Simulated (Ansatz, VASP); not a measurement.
## TaVN2 in VASP and in Ansatz

```
Ta V N
1.0
     3.09000    0.00000    0.00000
     0.00000    3.09000    0.00000
     0.00000    0.00000    4.35260
Ta V N
1 1 2
Direct
  0.00000 0.00000 0.00000
  0.50000 0.50000 0.50000
  0.50000 0.50000 0.00000
  0.00000 0.00000 0.50000
```

Alike in both runs: task single point; functional r2SCAN; k mesh 9 × 9 × 6; occupations fermi-dirac, width 0.05 eV; collinear spin.

```csv
,VASP,Ansatz
version,VASP 6.6.1,Ansatz 0.2.0
potentials or method,"VASP PAW PBE potentials, release 64 (Ta_pv, V_sv, N)",Ansatz PAW
plane-wave cutoff (eV),520,500
valence electrons in the cell,34,36
```

|  | VASP | Ansatz | Ansatz less VASP |
| --- | --- | --- | --- |
| gap on the k mesh at the Fermi level (eV) | none | none | - |
| pressure (GPa) | -8.1 | -9.5 | -1.35 |
| traceless stress, the component that is largest in VASP (GPa) | -3.39 | -3.69 | -0.301 |
| net moment per atom (μB) | 0.53 | 0.53 | +0.003 |
| size of the moment on the site where the two differ most (μB) | 2.02 | 1.76 | -0.265 |

VASP's potentials were made for PBE, not for r2SCAN. Site moments also hang on the region over which each program counts them. A gap of «none» marks a metal or a gap that the smearing closes. VASP's potentials hold 34 valence electrons a cell and Ansatz's 36, so a difference there can come from the potentials and not from the codes.

Neither program's run includes spin-orbit coupling. Noted on Ansatz's run: the magnetic or orbital state may not be the lowest.
